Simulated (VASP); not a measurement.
The system is Al2Au.

```
Au Al
1.0
     0.00000    3.00000    3.00000
     3.00000    0.00000    3.00000
     3.00000    3.00000    0.00000
Au Al
1 2
Direct
  0.00000 0.00000 0.00000
  0.75000 0.75000 0.75000
  0.25000 0.25000 0.25000
```

Base run:

| Property | Result |
| --- | --- |
| Program | VASP 6.6.1 |
| Functional | r2SCAN |
| Potentials or basis | VASP PAW PBE potentials, release 64 (Au, Al) |
| Cutoff | 520 eV |
| k mesh | 8 × 8 × 8 |
| Occupations | fermi-dirac, width 0.05 eV |
| Spin | non-collinear spin, zero start, spin-orbit coupling |
| Starting moments | [[0.0, 0.0, 0.0], [0.0, 0.0, 0.0], [0.0, 0.0, 0.0]] μB |

Its results: pressure -0.4 GPa.

**Question.** The run is repeated on the same cell with these changes: spin from non-collinear spin, zero start, spin-orbit coupling to no spin polarisation; further incar settings from ALGO = Normal; EDIFF = 1e-06; NBANDS = 30 to ALGO = Normal; EDIFF = 1e-06; NBANDS = 16. What comes out?

**Answer.** Pressure 0.1 GPa.

Caveats: the PAW data sets were made with another functional, which shifts forces and pressure a little.
